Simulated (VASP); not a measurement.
# Cr (Im-3m) in VASP: single point with PBE

Aim: the single point of Cr with PBE.

Program: VASP 6.6.1. These are calculated values, not measurements. Logs are shortened: lines on timing, memory, paths and dates and some standing lists are left out, and cuts for length are marked.

### Step 1. The cell of the first run

The structure is cubic, space group Im-3m (No. 229). Conventional cell: a = 2.785 Å, b = 2.785 Å, c = 2.785 Å, α = 90.00°, β = 90.00°, γ = 90.00°. Cr (site symmetry m-3m) has 14 Cr at 2.41 to 2.79 Å within 3.2 Å.

### Step 2. Single point, PBE, collinear spin, zero start

INCAR

```
SYSTEM = Cr
  ALGO = Normal
  EDIFF = 1E-6
  ENCUT = 500
  GGA = PE
  GGA_COMPAT = .FALSE.
  ISIF = 2
  ISMEAR = -1
  ISPIN = 2
  LASPH = .TRUE.
  LCHARG = .TRUE.
  LELF = .TRUE.
  LMAXMIX = 4
  LORBIT = 11
  LREAL = .FALSE.
  LVHAR = .TRUE.
  LWAVE = .FALSE.
  MAGMOM = 0
  NBANDS = 16
  NELM = 200
  PREC = Accurate
  SIGMA = 0.1
```

KPOINTS

```
k-points
0
G
  8 8 8
  0 0 0
```

POSCAR

```
Cr
1.0
   -1.3925000000      1.3925000000      1.3925000000
    1.3925000000     -1.3925000000      1.3925000000
    1.3925000000      1.3925000000     -1.3925000000
Cr
1
Direct
    0.0000000000      0.0000000000      0.0000000000
```

Potentials or basis: VASP PAW PBE potentials, release 64 (Cr_pv).

The run is started by

```
> cat potpaw_PBE.64/Cr_pv/POTCAR > POTCAR
> mpirun -np 1 vasp_std > vasp.out
```

OUTCAR:

```text
SYSTEM = Cr
   EDIFF = 1E-6
   ENCUT = 500
   GGA = PE
   ISIF = 2
   ISMEAR = -1
   ISPIN = 2
   LASPH = .TRUE.
   LORBIT = 11
   LREAL = .FALSE.
   NELM = 200
   PREC = Accurate

 ion  position               nearest neighbor table
   1  0.000  0.000  0.000-

  LATTYP: Found a body centered cubic cell.
 ALAT       =     2.7850000000

  Lattice vectors:

 A1 = (  -1.3925000000,   1.3925000000,   1.3925000000)
 A2 = (   1.3925000000,  -1.3925000000,   1.3925000000)
 A3 = (   1.3925000000,   1.3925000000,  -1.3925000000)

Analysis of symmetry for initial positions (statically):
=====================================================================
 Subroutine PRICEL returns:
 Original cell was already a primitive cell.

 Routine SETGRP: Setting up the symmetry group for a
 body centered cubic supercell.

 Subroutine GETGRP returns: Found 48 space group operations
 (whereof 48 operations were pure point group operations)
 out of a pool of 48 trial point group operations.

The static configuration has the point symmetry O_h .

Analysis of symmetry for dynamics (positions and initial velocities):
=====================================================================
 Subroutine PRICEL returns:
 Original cell was already a primitive cell.

 Routine SETGRP: Setting up the symmetry group for a
 body centered cubic supercell.

 Subroutine GETGRP returns: Found 48 space group operations
 (whereof 48 operations were pure point group operations)
 out of a pool of 48 trial point group operations.

The dynamic configuration has the point symmetry O_h .

Analysis of structural, dynamic, and magnetic symmetry:
=====================================================================
 Subroutine PRICEL returns:
 Original cell was already a primitive cell.

 Routine SETGRP: Setting up the symmetry group for a
 body centered cubic supercell.

 Subroutine GETGRP returns: Found 48 space group operations
 (whereof 48 operations were pure point group operations)
 out of a pool of 48 trial point group operations.

The overall configuration has the point symmetry O_h .

 Subroutine INISYM returns: Found 48 space group operations
 (whereof 48 operations are pure point group operations),
 and found     1 'primitive' translations

----------------------------------------------------------------------------------------

                                     Primitive cell

  volume of cell :      10.8005

  direct lattice vectors                    reciprocal lattice vectors
[... 97 lines left out ...]
   NUPDOWN=      -1.0000    fix difference up-down
   EMIN   =  10.00;   EMAX   =-10.00  energy-range for DOS
   EFERMI =   0.00;   METHOD = LEGACY
   ISMEAR =    -1;   SIGMA  =   0.10  broadening in eV -4-tet -1-fermi 0-gaus
   EFERMI_NEDOS =   21; number of points for ismear=-14 and -15
   IALGO  =     38    algorithm
   IMIX   =      4    mixing-type and parameters
     AMIX     =   0.40;   BMIX     =  1.00
     AMIX_MAG =   1.60;   BMIX_MAG =  1.00
  volume/ion in A,a.u.               =      10.80        72.89
  Fermi-wavevector in a.u.,A,eV,Ry     =   1.695587  3.204195 39.116952  2.875015
  Thomas-Fermi vector in A             =   2.776604
   LORBIT       =     11    0 simple, 1 ext, 2 COOP (PROOUT), +10 PAW based schemes
   GGA     = PE    functional components
   LHFCALC =     F    Hartree Fock is set to
   AEXX    =    0.0000 exact exchange contribution
   IVDW    =     0    specifies the selected vdW correction
   LEPSILON=     F    determine dielectric tensor
   LRPA    =     F    only Hartree local field effects (RPA)
 spin polarized calculation
  energy-cutoff  :      500.00
  volume of cell :       10.80
 maximum number of plane-waves:       285
 NGX is ok and might be reduce to    18
   NGX =  9   NGY =  9   NGZ =  9

 number of electron      12.0000010 magnetization       0.0000026

 number of electron      12.0000010 magnetization      -0.0000016

 Free energy of the ion-electron system (eV)
  ---------------------------------------------------
  ext. energy  EPLUGINS =         0.00000000
  ---------------------------------------------------
  free energy    TOTEN  =        -9.47505563 eV

  energy without entropy =       -9.45489418  energy(sigma->0) =       -9.46497491

 E-fermi :  11.8186     XC(G=0): -14.0712

 val. band max:       11.7082207199   @ k =   0.3750   0.0000   0.0000
 cond. band min:      11.9382135966   @ k =  -0.2500   0.2500   0.1250
 fundamental gap:      0.2299928766
 Fermi energy:        11.8186453503

 spin component 1

 k-point     1 :       0.0000    0.0000    0.0000
  band No.  band energies     occupation
      1     -30.6889      1.00000
      2     -30.6889      1.00000
      3     -30.6889      1.00000
      4       3.8702      1.00000
      5      10.9441      0.99984
      6      10.9441      0.99984
[... 435 lines left out ...]
      5       8.9602      1.00000
      6      11.5114      0.95575
[... 8 lines left out ...]
     15      45.6665      0.00000
     16      45.8321      0.00000

 [... further k-points ...]

 spin component 2

 k-point     1 :       0.0000    0.0000    0.0000
  band No.  band energies     occupation
      1     -30.6889      1.00000
      2     -30.6889      1.00000
      3     -30.6889      1.00000
      4       3.8702      1.00000
      5      10.9441      0.99984
      6      10.9441      0.99984
[... 435 lines left out ...]
      5       8.9602      1.00000
      6      11.5114      0.95575
[... 8 lines left out ...]
     15      45.6666      0.00000
     16      45.8322      0.00000

 [... further k-points ...]
[... 5 lines left out ...]
  --------------------------------------------------------------------------------------
  -------------------------------------------------------------------------------------
  Total        1.3544146      1.3544146      1.3544146      0.0000000      0.0000000      0.0000000
  in kB      200.9169565    200.9169565    200.9169565      0.0000000      0.0000000      0.0000000
  external PRESSURE =     200.9169565 kB  Pullay stress =       0.0000000 kB

 VOLUME and BASIS-vectors are now :
 -----------------------------------------------------------------------------
  energy-cutoff  :      500.00
  volume of cell :       10.80
      direct lattice vectors                 reciprocal lattice vectors
    -1.392500000  1.392500000  1.392500000     0.000000000  0.359066427  0.359066427
     1.392500000 -1.392500000  1.392500000     0.359066427  0.000000000  0.359066427
     1.392500000  1.392500000 -1.392500000     0.359066427  0.359066427  0.000000000

 POSITION                                       TOTAL-FORCE (eV/Angst)
 -----------------------------------------------------------------------------------
      0.00000      0.00000      0.00000         0.000000     -0.000000     -0.000000
 -----------------------------------------------------------------------------------
    total drift:                                0.000000     -0.000000      0.000000

  FREE ENERGIE OF THE ION-ELECTRON SYSTEM (eV)
  ---------------------------------------------------
  free  energy   TOTEN  =        -9.4750556319 eV

  energy  without entropy=       -9.4548941790  energy(sigma->0) =       -9.46497491

 total charge

# of ion       s       p       d       tot
------------------------------------------
    1        0.467   6.458   4.289  11.214

 magnetization (x)

# of ion       s       p       d       tot
------------------------------------------
    1        0.000   0.000   0.000   0.000
```

stdout:

```text
POSCAR found type information on POSCAR Cr
 POSCAR found :  1 types and       1 ions
 scaLAPACK will be used
 LDA part: xc-table for (Slater+PW92), standard interpolation
 POSCAR, INCAR and KPOINTS ok, starting setup
 FFT: planning ... GRIDC
 FFT: planning ... GRID_SOFT
 FFT: planning ... GRID
 WAVECAR not read
 entering main loop
```

Wall time 7.8 s (1 thread of Intel Xeon Platinum 8488C (Sapphire Rapids), shared host); peak memory 0.13 GiB.

What came out:

```
Free energy                                           : -9.4751 eV
Pressure                                              : 20.1 GPa
Band gap on the k mesh                                : zero (filled and empty bands overlap)
Net moment                                            : 0.00 μB per cell
Valence electrons inside the program's atomic spheres : Cr 11.21
```

Caveat: the k points lie up to 0.40 Å⁻¹ apart.
